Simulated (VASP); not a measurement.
# W (I4/mmm) in VASP: notebook, part 2 of 2

VASP 6.6.1. The steps go on from the part before.

## 4. Single point, PBEsol (strain -0.015 along x and y, +0.000 along z)

INCAR reads:

```
PREC = Accurate
ENCUT = 520
EDIFF = 1E-7
ISMEAR = 0
SIGMA = 0.15
LREAL = False
LASPH = True
NELM = 80
ALGO = Normal
ISIF = 2
LWAVE = False
LCHARG = False
GGA = PS
NBANDS = 13
```

KPOINTS reads:

```
Automatic mesh
0
Gamma
  20 20 20
```

POSCAR reads:

```
W
1.0
    0.0000000000      1.9995500000      2.0300000000
    1.9995500000      0.0000000000      2.0300000000
    1.9995500000      1.9995500000      0.0000000000
W
1
Direct
    0.0000000000      0.0000000000      0.0000000000
```

Potentials or basis: VASP PAW PBE potentials, release 64 (W_sv).

On the command line:

```
$ cat potpaw_PBE.64/W_sv/POTCAR > POTCAR
$ mpirun -np 1 vasp_std > vasp.out
```

OUTCAR:

```text
PREC = Accurate
   ENCUT = 520
   EDIFF = 1E-7
   ISMEAR = 0
   LREAL = False
   LASPH = True
   NELM = 80
   ISIF = 2
   GGA = PS

 ion  position               nearest neighbor table
   1  0.000  0.000  0.000-

  LATTYP: Found a body centered tetragonal cell.
 ALAT       =     2.8277907286
 C/A-ratio  =     1.4357498095

  Lattice vectors:

 A1 = (  -1.9995500000,   0.0000000000,   2.0300000000)
 A2 = (   1.9995500000,   0.0000000000,   2.0300000000)
 A3 = (   0.0000000000,   1.9995500000,  -2.0300000000)

Analysis of symmetry for initial positions (statically):
=====================================================================
 Subroutine PRICEL returns:
 Original cell was already a primitive cell.

 Routine SETGRP: Setting up the symmetry group for a
 body centered tetragonal supercell.

 Subroutine GETGRP returns: Found 16 space group operations
 (whereof 16 operations were pure point group operations)
 out of a pool of 16 trial point group operations.

The static configuration has the point symmetry D_4h.

Analysis of symmetry for dynamics (positions and initial velocities):
=====================================================================
[... 161 lines left out ...]
 fundamental gap:      0.0051362129
 Fermi energy:        10.4722465098

 k-point     1 :       0.0000    0.0000    0.0000
  band No.  band energies     occupation
      1     -63.1410      2.00000
      2     -26.7623      2.00000
      3     -26.7483      2.00000
      4     -26.7483      2.00000
      5       1.4054      2.00000
      6       9.7608      2.00000
      7       9.9626      2.00000
      8       9.9626      2.00000
      9      12.9043      0.00000
     10      13.2091      0.00000
     11      23.3138      0.00000
     12      28.2137      0.00000
     13      28.7135      0.00000
[... 354 lines left out ...]
  band No.  band energies     occupation
      1     -63.0459      2.00000
      2     -27.7586      2.00000
      3     -26.9344      2.00000
      4     -26.8642      2.00000
      5       4.7472      2.00000
      6       9.6302      2.00000
      7       9.7387      2.00000
      8      10.0875      1.99971
      9      14.1533      0.00000
     10      15.0972      0.00000
     11      22.0191      0.00000
     12      25.2470      0.00000
     13      30.5804      0.00000

 [... further k-points ...]
[... 5 lines left out ...]
  --------------------------------------------------------------------------------------
  -------------------------------------------------------------------------------------
  Total       -0.5748001     -0.5748001     -0.0767734      0.0000000      0.0000000     -0.0000000
  in kB      -56.7331442    -56.7331442     -7.5775844      0.0000000      0.0000000     -0.0000000
  external PRESSURE =     -40.3479576 kB  Pullay stress =       0.0000000 kB

 VOLUME and BASIS-vectors are now :
 -----------------------------------------------------------------------------
  energy-cutoff  :      520.00
  volume of cell :       16.23
      direct lattice vectors                 reciprocal lattice vectors
     0.000000000  1.999550000  2.030000000    -0.250056263  0.250056263  0.246305419
     1.999550000  0.000000000  2.030000000     0.250056263 -0.250056263  0.246305419
     1.999550000  1.999550000  0.000000000     0.250056263  0.250056263 -0.246305419

 POSITION                                       TOTAL-FORCE (eV/Angst)
 -----------------------------------------------------------------------------------
      0.00000      0.00000      0.00000        -0.000000      0.000000      0.000000
 -----------------------------------------------------------------------------------
    total drift:                                0.000000     -0.000000     -0.000000

  FREE ENERGIE OF THE ION-ELECTRON SYSTEM (eV)
  ---------------------------------------------------
  free  energy   TOTEN  =       -13.3149370933 eV

  energy  without entropy=      -13.3000949607  energy(sigma->0) =      -13.30751603
```

OSZICAR:

```text
N       E                     dE             d eps       ncg     rms          rms(c)
DAV:   1     0.835650718991E+02    0.83565E+02   -0.74575E+03 16737   0.122E+03
DAV:   2    -0.123232914224E+02   -0.95888E+02   -0.92420E+02 18556   0.316E+02
DAV:   3    -0.139931062558E+02   -0.16698E+01   -0.16621E+01 18536   0.400E+01
DAV:   4    -0.140001643369E+02   -0.70581E-02   -0.70576E-02 18546   0.287E+00
DAV:   5    -0.140002248741E+02   -0.60537E-04   -0.60537E-04 18876   0.251E-01    0.201E+01
DAV:   6    -0.134549461727E+02    0.54528E+00   -0.45479E-01 17926   0.879E+00    0.780E+00
DAV:   7    -0.133199482982E+02    0.13500E+00   -0.21229E-01 18746   0.561E+00    0.514E-01
DAV:   8    -0.133150159797E+02    0.49323E-02   -0.43314E-03 16891   0.876E-01    0.710E-02
DAV:   9    -0.133149333770E+02    0.82603E-04   -0.10066E-04 20356   0.111E-01    0.331E-02
DAV:  10    -0.133149368906E+02   -0.35136E-05   -0.59200E-06 17741   0.307E-02    0.379E-03
DAV:  11    -0.133149371520E+02   -0.26140E-06   -0.95867E-08 13001   0.359E-03    0.519E-04
DAV:  12    -0.133149370933E+02    0.58795E-07   -0.73596E-09  9408   0.106E-03
   1 F= -.13314937E+02 E0= -.13307516E+02  d E =-.148421E-01
```

stdout:

```text
POSCAR found type information on POSCAR W
 POSCAR found :  1 types and       1 ions
 scaLAPACK will be used
 -----------------------------------------------------------------------------
|                                                                             |
|                                                                             |
|     You enforced a specific xc type in the INCAR file but a different       |
|     I HOPE YOU KNOW WHAT YOU ARE DOING!                                     |
|                                                                             |
 -----------------------------------------------------------------------------

 LDA part: xc-table for (Slater+PW92), standard interpolation
 POSCAR, INCAR and KPOINTS ok, starting setup
 FFT: planning ... GRIDC
 FFT: planning ... GRID_SOFT
 FFT: planning ... GRID
 WAVECAR not read
 entering main loop
```

Run time: 64 s. Hardware: 1 thread of AMD EPYC 9R45 (Zen 5), shared host; peak memory 0.21 GiB.

What came out:

| Quantity | Value |
| --- | --- |
| Free energy | -13.3149 eV |
| Pressure | -4.0 GPa |
| Band gap on the k mesh | zero (band 7 reaches 13.70 eV, above the bottom of band 8 at 9.96 eV) |

Caveat: the cell differs from its parent crystal (strain -0.015 along x and y, +0.000 along z); the PAW data sets were made with another functional, which shifts forces and pressure a little; spin-orbit coupling is left out, which moves the levels of the heavy elements.

## 5. The runs side by side

```tsv
cell	gap on the mesh (eV)	pressure (GPa)
a = 2.872, b = 2.872, c = 2.785 Å, angles 61.0, 61.0, 58.0°, 1 atom	none	-3.8
a = 2.828, b = 2.828, c = 2.871 Å, angles 59.5, 59.5, 61.0°, 1 atom	none	-4.0
a = 2.849, b = 2.849, c = 2.828 Å, angles 60.3, 60.3, 59.5°, 1 atom	none	-4.0
```

Alike in all rows: task single point; level PBEsol; potentials or basis VASP PAW PBE potentials, release 64 (W_sv); no spin polarisation; k mesh 20 × 20 × 20; cutoff (eV) 520; smearing gaussian 0.15 eV.

Caveats: the PAW data sets were made with another functional, which shifts forces and pressure a little; spin-orbit coupling is left out, which moves the levels of the heavy elements.

Total energies depend on the potentials used, so only differences within one code and one set of settings carry meaning.
